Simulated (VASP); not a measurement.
# P (Cmce) in VASP: a series of runs

P is run at these levels: PBE, LDA; tasks: single point.

Program: VASP 6.6.1. These are calculated values, not measurements. Logs are shortened: lines on timing, memory, paths and dates and some standing lists are left out, and cuts for length are marked.

### Step 1. The cell of the first run

Symmetry: Cmce, No. 64, orthorhombic system. Conventional cell: a = 3.292 Å, b = 10.403 Å, c = 4.413 Å, α = 90.00°, β = 90.00°, γ = 90.00°. P (site symmetry m) has 3 P at 2.11 to 2.29 Å within 2.8 Å.

### Step 2. Single point, PBE (strained)

INCAR reads:

```
SYSTEM = P
ALGO     = Normal         ! electronic algorithm
EDIFF    = 1E-6           ! SCF threshold, eV
ENCUT    = 520            ! plane-wave cutoff, eV
GGA      = PE             ! functional
ISIF     = 2              ! what is computed and relaxed
ISMEAR   = 0              ! smearing method
LASPH    = .True.         ! aspherical terms in the spheres
LCHARG   = .True.         ! write CHGCAR
LELF     = .True.         ! ELF
LREAL    = .False.        ! projectors in reciprocal space
LVHAR    = .True.       
LWAVE    = .False.        ! write WAVECAR
NBANDS   = 18             ! bands
NELM     = 80             ! most SCF steps
PREC     = Accurate       ! precision mode
SIGMA    = 0.05           ! smearing width, eV
```

KPOINTS reads:

```
k-points
0
Gamma
  12 12 8
  0 0 0
```

POSCAR reads:

```
P
1.0
    1.6458313000     -5.2014900000      0.0000000000
    1.6458313000      5.2014900000      0.0000000000
    0.0000000000      0.0000000000      4.4133318000
P
4
Direct
    0.1014819036      0.8985180964      0.8991381598
    0.6014819036      0.3985180964      0.6008618402
    0.8985180964      0.1014819036      0.1008618402
    0.3985180964      0.6014819036      0.3991381598
```

Potentials or basis: VASP PAW PBE potentials, release 64 (P).

Started as:

```bash
cat potpaw_PBE.64/P/POTCAR > POTCAR
mpirun -np 1 vasp_std > vasp.out
```

OUTCAR:

```text
SYSTEM = P
   EDIFF = 1E-6
   ENCUT = 520
   GGA = PE
   ISIF = 2
   ISMEAR = 0
   LASPH = .True.
   LREAL = .False.
   NELM = 80
   PREC = Accurate

 ion  position               nearest neighbor table
   1  0.101  0.899  0.899-   2 2.11   2 2.11   3 2.29
   2  0.601  0.399  0.601-   1 2.11   1 2.11   4 2.29
   3  0.899  0.101  0.101-   4 2.11   4 2.11   1 2.29
   4  0.399  0.601  0.399-   3 2.11   3 2.11   2 2.29

  LATTYP: Found a base centered orthorhombic cell.
 ALAT       =     3.2916626000
 B/A-ratio  =     3.1604028918
 C/A-ratio  =     1.3407606843

  Lattice vectors:

 A1 = (   1.6458313000,  -5.2014900000,   0.0000000000)
 A2 = (   1.6458313000,   5.2014900000,   0.0000000000)
 A3 = (   0.0000000000,   0.0000000000,   4.4133318000)

Analysis of symmetry for initial positions (statically):
=====================================================================
 Subroutine PRICEL returns:
 Original cell was already a primitive cell.

 Routine SETGRP: Setting up the symmetry group for a
 base centered orthorhombic supercell.

 Subroutine GETGRP returns: Found  8 space group operations
 (whereof  4 operations were pure point group operations)
 out of a pool of  8 trial point group operations.

The static configuration has the point symmetry C_2h.
 The point group associated with its full space group is D_2h.

Analysis of symmetry for dynamics (positions and initial velocities):
=====================================================================
 Subroutine PRICEL returns:
 Original cell was already a primitive cell.

 Routine SETGRP: Setting up the symmetry group for a
 base centered orthorhombic supercell.

 Subroutine GETGRP returns: Found  8 space group operations
 (whereof  4 operations were pure point group operations)
 out of a pool of  8 trial point group operations.

The dynamic configuration has the point symmetry C_2h.
 The point group associated with its full space group is D_2h.

 Subroutine INISYM returns: Found  8 space group operations
 (whereof  4 operations are pure point group operations),
 and found     1 'primitive' translations

----------------------------------------------------------------------------------------

                                     Primitive cell

  volume of cell :      75.5631

  direct lattice vectors                    reciprocal lattice vectors
     1.645831300 -5.201490000  0.000000000     0.303797844 -0.096126302  0.000000000
     1.645831300  5.201490000  0.000000000     0.303797844  0.096126302  0.000000000
     0.000000000  0.000000000  4.413331800     0.000000000  0.000000000  0.226586181

  length of vectors
     5.455663011  5.455663011  4.413331800     0.318643054  0.318643054  0.226586181

  position of ions in fractional coordinates (direct lattice)
     0.101481904  0.898518096  0.899138160
     0.601481904  0.398518096  0.600861840
     0.898518096  0.101481904  0.100861840
     0.398518096  0.601481904  0.399138160

  ion indices of the primitive-cell ions
   primitive index   ion index
                 1           1
                 2           2
                 3           3
                 4           4

----------------------------------------------------------------------------------------

 KPOINTS: k-points

Automatic generation of k-mesh.
 Grid dimensions read from file:
 generate k-points for:   12   12    8

 Generating k-lattice:

  Cartesian coordinates                     Fractional coordinates (reciprocal lattice)
     0.025316487 -0.008010525  0.000000000     0.083333333  0.000000000  0.000000000
     0.025316487  0.008010525  0.000000000     0.000000000  0.083333333  0.000000000
     0.000000000  0.000000000  0.028323273     0.000000000  0.000000000  0.125000000

  Length of vectors
     0.026553588  0.026553588  0.028323273

  Shift w.r.t. Gamma in fractional coordinates (k-lattice)
     0.000000000  0.000000000  0.000000000

 Subroutine IBZKPT returns following result:
 ===========================================

 Found    215 irreducible k-points:

 Following reciprocal coordinates:
            Coordinates               Weight
  0.000000  0.000000  0.000000      1.000000
  0.083333 -0.000000  0.000000      4.000000
  0.166667  0.000000  0.000000      4.000000
  0.250000  0.000000  0.000000      4.000000
  0.333333  0.000000  0.000000      4.000000
  0.416667  0.000000  0.000000      4.000000
[... 16 lines left out ...]
  0.500000  0.166667  0.000000      4.000000
 -0.416667  0.166667  0.000000      4.000000
 [... further k-points ...]
   k-points           NKPTS =    215   k-points in BZ     NKDIM =    215   number of bands    NBANDS=     18
   number of dos      NEDOS =    301   number of ions     NIONS =      4
   total plane-waves  NPLWV =  63504
   dimension x,y,z NGX =    42 NGY =   42 NGZ =   36
   dimension x,y,z NGXF=    84 NGYF=   84 NGZF=   72
   ions per type =               4
   NGX,Y,Z   is equivalent  to a cutoff of  12.80, 12.80, 13.56 a.u.
   NGXF,Y,Z  is equivalent  to a cutoff of  25.60, 25.60, 27.12 a.u.
 SYSTEM =  P
   PREC   = accura    normal or accurate (medium, high low for compatibility)
   ISTART =      0    job   : 0-new  1-cont  2-samecut
   ICHARG =      2    charge: 1-file 2-atom 10-const
   ISPIN  =      1    spin polarized calculation?
   LNONCOLLINEAR =      F non collinear calculations
   LSORBIT =      F    spin-orbit coupling
   LASPH  =      T    aspherical Exc in radial PAW
   ENCUT  =  520.0 eV  38.22 Ry    6.18 a.u.  10.14 10.14  8.21*2*pi/ulx,y,z
   NELM   =     80;   NELMIN=  2; NELMDL= -5     # of ELM steps
   EDIFF  = 0.1E-05   stopping-criterion for ELM
   LREAL  =      F    real-space projection
   EDIFFG = 0.1E-04   stopping-criterion for IOM
   NSW    =      0    number of steps for IOM
   IBRION =     -1    ionic relax: 0-MD 1-quasi-New 2-CG
   NFREE  =      0    steps in history (QN), initial steepest desc. (CG)
   ISIF   =      2    stress and relaxation
   ISYM   =      2    0-nonsym 1-usesym 2-fastsym
   POTIM  = 0.5000    time-step for ionic-motion
   TEBEG  =    0.0;   TEEND  =   0.0 temperature during run
   PSTRESS=    0.0 pullay stress
   NELECT =      20.0000    total number of electrons
   NUPDOWN=      -1.0000    fix difference up-down
   EMIN   =  10.00;   EMAX   =-10.00  energy-range for DOS
   EFERMI =   0.00;   METHOD = LEGACY
   ISMEAR =     0;   SIGMA  =   0.05  broadening in eV -4-tet -1-fermi 0-gaus
   EFERMI_NEDOS =   21; number of points for ismear=-14 and -15
   IALGO  =     38    algorithm
   IMIX   =      4    mixing-type and parameters
     AMIX     =   0.40;   BMIX     =  1.00
     AMIX_MAG =   1.60;   BMIX_MAG =  1.00
  volume/ion in A,a.u.               =      18.89       127.48
  Fermi-wavevector in a.u.,A,eV,Ry     =   1.051110  1.986310 15.032163  1.104833
  Thomas-Fermi vector in A             =   2.186140
   LORBIT       =      0    0 simple, 1 ext, 2 COOP (PROOUT), +10 PAW based schemes
   GGA     = PE    functional components
   LHFCALC =     F    Hartree Fock is set to
   AEXX    =    0.0000 exact exchange contribution
   IVDW    =     0    specifies the selected vdW correction
   LEPSILON=     F    determine dielectric tensor
   LRPA    =     F    only Hartree local field effects (RPA)
 non-spin polarized calculation
 Gauss-broadening in eV      SIGMA  =   0.05
  energy-cutoff  :      520.00
  volume of cell :       75.56
 maximum number of plane-waves:      2056
 NGX is ok and might be reduce to    42
   NGX = 21   NGY = 21   NGZ = 17

 number of electron      19.9999999 magnetization

 Free energy of the ion-electron system (eV)
  ---------------------------------------------------
  ext. energy  EPLUGINS =         0.00000000
  ---------------------------------------------------
  free energy    TOTEN  =       -21.09853387 eV

  energy without entropy =      -21.09834300  energy(sigma->0) =      -21.09843844

 E-fermi :   6.8675     XC(G=0):  -9.8085

 val. band max:        6.8352854114   @ k =   0.0833  -0.0000   0.0000
 cond. band min:       6.8987823656   @ k =  -0.4167   0.3333   0.0000
 fundamental gap:      0.0634969542
 Fermi energy:         6.8674800476

 k-point     1 :       0.0000    0.0000    0.0000
  band No.  band energies     occupation
      1      -9.5822      2.00000
      2      -6.9886      2.00000
      3      -2.6069      2.00000
      4      -0.4789      2.00000
      5       1.9177      2.00000
      6       2.1630      2.00000
[... 10 lines left out ...]
     17      13.9781      0.00000
     18      14.3287      0.00000

 k-point     2 :       0.0833   -0.0000    0.0000
  band No.  band energies     occupation
      1      -9.4933      2.00000
      2      -6.9095      2.00000
      3      -2.6569      2.00000
      4      -0.3963      2.00000
      5       1.4536      2.00000
      6       1.7759      2.00000
[... 10 lines left out ...]
     17      13.0438      0.00000
     18      14.4453      0.00000

 k-point     3 :       0.1667    0.0000    0.0000
  band No.  band energies     occupation
      1      -9.2273      2.00000
      2      -6.6719      2.00000
      3      -2.8966      2.00000
      4      -0.1538      2.00000
      5       0.5825      2.00000
      6       0.7523      2.00000
[... 10 lines left out ...]
     17      11.7503      0.00000
     18      14.3257      0.00000

 k-point     4 :       0.2500    0.0000    0.0000
  band No.  band energies     occupation
      1      -8.7876      2.00000
      2      -6.2756      2.00000
      3      -3.5064      2.00000
      4      -0.6807      2.00000
      5       0.2282      2.00000
      6       0.2913      2.00000
[... 375 lines left out ...]
      4      -2.9136      2.00000
      5       0.7294      2.00000
      6       1.2560      2.00000
[... 10 lines left out ...]
     17      13.2089      0.00000
     18      13.4081      0.00000

 k-point    23 :       0.5000    0.1667    0.0000
  band No.  band energies     occupation
      1      -8.0715      2.00000
      2      -5.9479      2.00000
      3      -4.5149      2.00000
      4      -1.7597      2.00000
      5       0.3985      2.00000
      6       0.9933      2.00000
[... 10 lines left out ...]
     17      13.1628      0.00000
     18      13.2099      0.00000

 k-point    24 :      -0.4167    0.1667    0.0000
  band No.  band energies     occupation
      1      -8.6841      2.00000
      2      -6.4959      2.00000
      3      -3.5352      2.00000
      4      -0.5373      2.00000
      5       0.3171      2.00000
      6       0.5411      2.00000
[... 10 lines left out ...]
     17      11.5512      0.00000
     18      12.8238      0.00000

 [... further k-points ...]

------------------------ aborting loop because EDIFF is reached ----------------------------------------

  FORCE on cell =-STRESS in cart. coord.  units (eV):
  Direction    XX          YY          ZZ          XY          YZ          ZX
  --------------------------------------------------------------------------------------
  -------------------------------------------------------------------------------------
  Total        4.2596965      0.5731432      5.8070650      0.0000000      0.0000000      0.0000000
  in kB       90.3190952     12.1524567    123.1282223      0.0000000      0.0000000      0.0000000
  external PRESSURE =      75.1999247 kB  Pullay stress =       0.0000000 kB

 VOLUME and BASIS-vectors are now :
 -----------------------------------------------------------------------------
  energy-cutoff  :      520.00
  volume of cell :       75.56
      direct lattice vectors                 reciprocal lattice vectors
     1.645831300 -5.201490000  0.000000000     0.303797844 -0.096126302  0.000000000
     1.645831300  5.201490000  0.000000000     0.303797844  0.096126302  0.000000000
     0.000000000  0.000000000  4.413331800     0.000000000  0.000000000  0.226586181

 POSITION                                       TOTAL-FORCE (eV/Angst)
 -----------------------------------------------------------------------------------
      1.64583      4.14578      3.96820         0.000000      0.148923      2.170932
      1.64583     -1.05571      2.65180         0.000000      0.148923     -2.170932
      1.64583     -4.14578      0.44514         0.000000     -0.148923     -2.170932
      1.64583      1.05571      1.76153         0.000000     -0.148923      2.170932
 -----------------------------------------------------------------------------------
    total drift:                                0.000000     -0.000000     -0.000000

  FREE ENERGIE OF THE ION-ELECTRON SYSTEM (eV)
  ---------------------------------------------------
  free  energy   TOTEN  =       -21.0985338710 eV

  energy  without entropy=      -21.0983430001  energy(sigma->0) =      -21.09843844
```

It took 3.2 min on 1 thread of AMD EPYC 9R45 (Zen 5), shared host; peak memory 0.34 GiB.

Results:

| Item | Value |
| --- | --- |
| Free energy | -21.0985 eV |
| Pressure | 7.5 GPa |
| Largest force | 2.176 eV/Å |
| Band gap on the k mesh | zero (bands 10 and 11 overlap by 0.20 eV) |

Forces on the atoms (eV/Å):
```
P    0.000  0.149  2.171
P    0.000  0.149 -2.171
P    0.000 -0.149 -2.171
P    0.000 -0.149  2.171
```

Caveat: the cell differs from its parent crystal (strained); the cell stands under pressure; forces of over 1 eV/Å act on the atoms, so gaps and moduli don't describe the material at rest.

### Step 3. Single point, LDA (strained)

INCAR reads:

```
PREC = Accurate
ENCUT = 520
EDIFF = 1E-7
ISMEAR = 0
SIGMA = 0.05
LREAL = F
LASPH = T
NELM = 60
ALGO = Normal
ISIF = 2
LWAVE = F
LCHARG = T
GGA = CA
LELF = T
LVHAR = T
NBANDS = 18
```

KPOINTS reads:

```
regular mesh
0
Gamma
  12 12 8
```

POSCAR reads:

```
P
1.0
    1.6999829000     -5.3926950000      0.0000000000
    1.6999829000      5.3926950000      0.0000000000
    0.0000000000      0.0000000000      4.4990484000
P
4
Direct
    0.0980000000      0.9020000000      0.9100000000
    0.5980000000      0.4020000000      0.5900000000
    0.9020000000      0.0980000000      0.0900000000
    0.4020000000      0.5980000000      0.4100000000
```

Potentials or basis: VASP PAW LDA potentials, release 64 (P).

Started as:

```bash
cat potpaw_LDA.64/P/POTCAR > POTCAR
mpirun -np 1 vasp_std > vasp.out
```

Run time: 3.3 min. Hardware: 1 thread of AMD EPYC 9R45 (Zen 5), shared host; peak memory 0.31 GiB.

The run converged. Its results:

| Quantity | Value |
| --- | --- |
| Free energy | -23.9155 eV |
| Pressure | -4.5 GPa |
| Largest force | 0.330 eV/Å |

Forces in eV/Å, atoms in the order of the input:
```
P    0.000  0.130  0.303
P    0.000  0.130 -0.303
P    0.000 -0.130 -0.303
P    0.000 -0.130  0.303
```

Stress tensor (GPa, compression positive):
```
-7.87  0.00  0.00
 0.00 -3.09  0.00
 0.00  0.00 -2.66
```

Levels at points of the mesh, in eV from the Fermi level:
```csv
k point,band 6,band 7,band 8,band 9,band 10,band 11,band 12,band 13,band 14,band 15
"(0.00, 0.00, 0.00)",-4.77,-4.51,-3.07,-2.77,-1.32,0.45,0.48,1.21,2.50,4.93
"(0.50, 0.00, 0.00)",-5.54,-3.43,-3.43,-2.77,-2.77,0.56,0.56,1.34,1.34,3.10
"(0.50, 0.50, 0.00)",-5.54,-4.64,-2.86,-1.51,-0.01,0.00,0.13,1.41,2.36,5.16
"(0.00, 0.00, 0.50)",-4.53,-3.72,-3.72,-1.71,-1.71,0.77,0.77,2.39,2.39,4.44
"(0.50, 0.00, 0.50)",-5.71,-5.42,-5.42,-1.95,-1.95,1.39,1.39,3.49,3.49,4.98
"(0.50, 0.50, 0.50)",-3.75,-2.72,-2.72,-2.08,-2.08,0.87,0.87,2.34,2.34,2.70
```

Caveat: the cell differs from its parent crystal (strained); the cell stands under tension.
